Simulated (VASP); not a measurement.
Set up this calculation in VASP 6.6.1, as the native input.

```
Task                   : single point
Functional             : PBE
Potentials or basis    : VASP PAW PBE potentials, release 64 (Be)
Cutoff                 : 520 eV
k mesh                 : 19 × 19 × 11
Occupations            : fermi-dirac, width 0.08 eV
Spin                   : no spin polarisation
Dipole correction      : no
Further INCAR settings : ALGO = Normal; EDIFF = 1e-06; NBANDS = 9
```

The structure of Be lies in POSCAR:

```
Be
1.0
    1.7831532274      0.0000000000      0.0000000000
   -0.8915766137      1.5442559938      0.0000000000
    0.0000000000      0.0000000000      2.8702406389
Be
2
Direct
    0.3333333333      0.6666666667      0.2500000000
    0.6666666667      0.3333333333      0.7500000000
```

This cell differs from its parent crystal: volume scaled by 0.5.

One way to write it, as run:

INCAR

```
SYSTEM = Be
PREC     = Accurate       ! precision mode
ENCUT    = 520            ! plane-wave cutoff, eV
EDIFF    = 1E-6           ! SCF threshold, eV
ISMEAR   = -1             ! smearing method
SIGMA    = 0.08           ! smearing width, eV
LREAL    = .False.        ! projectors in reciprocal space
LASPH    = .True.         ! aspherical terms in the spheres
NELM     = 60             ! most SCF steps
ALGO     = Normal         ! electronic algorithm
ISIF     = 2              ! what is computed and relaxed
LWAVE    = .False.        ! write WAVECAR
LCHARG   = .True.         ! write CHGCAR
GGA      = PE             ! functional
LELF     = .True.         ! ELF
LVHAR    = .True.       
NBANDS   = 9              ! bands
```

KPOINTS

```
Automatic mesh
0
Gamma
  19 19 11
  0 0 0
```

Potentials or basis: VASP PAW PBE potentials, release 64 (Be).

The run is started by

```console
$ cat potpaw_PBE.64/Be/POTCAR > POTCAR
$ mpirun -np 1 vasp_std > vasp.out
```

Results of the run:

```yaml
Pressure: 268.9 GPa
Band_gap_on_the_k_mesh: zero (band 2 reaches 15.30 eV, above the bottom of band 3 at 13.27 eV)
```

Wall time 4.7 s on 1 thread of Intel(R) Xeon(R) 6975P-C (Granite Rapids), on a shared host, peak memory 0.12 GiB.
